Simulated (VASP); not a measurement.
Wanted: the native input for a VASP 6.6.1 run.

```
Task                   : single point
Functional             : PBE
Potentials or basis    : VASP PAW PBE potentials, release 64 (Mo_sv)
Cutoff                 : 520 eV
k mesh                 : 15 × 15 × 15
Occupations            : fermi-dirac, width 0.1 eV
Spin                   : no spin polarisation
Dipole correction      : no
Further INCAR settings : ALGO = Normal; EDIFF = 1e-06; NBANDS = 13
```

The structure of Mo lies in POSCAR:

```
Mo
1.0
   -1.5592010000      1.5592010000      1.5592010000
    1.5592010000     -1.5592010000      1.5592010000
    1.5592010000      1.5592010000     -1.5592010000
Mo
1
Direct
    0.0000000000      0.0000000000      0.0000000000
```

One way to write it, as run:

INCAR

```
  PREC = Accurate
  ENCUT = 520
  EDIFF = 1E-6
  ISMEAR = -1
  SIGMA = 0.1
  LREAL = F
  LASPH = T
  NELM = 80
  ALGO = Normal
  ISIF = 2
  LWAVE = F
  LCHARG = T
  GGA = PE
  LELF = T
  LVHAR = T
  NBANDS = 13
```

KPOINTS

```
Automatic mesh
0
Gamma
  15 15 15
```

Potentials or basis: VASP PAW PBE potentials, release 64 (Mo_sv).

Command:

```sh
$ cat potpaw_PBE.64/Mo_sv/POTCAR > POTCAR
$ mpirun -np 1 vasp_std > vasp.out
```

Results of the run:

```json
{
  "Pressure": "12.3 GPa",
  "Band gap on the k mesh": "zero (band 7 reaches 16.94 eV, above the bottom of band 8 at 11.67 eV)"
}
```

Run time: 26 s on 1 thread of AMD EPYC 7R13 (shared host), peak memory 0.11 GiB.
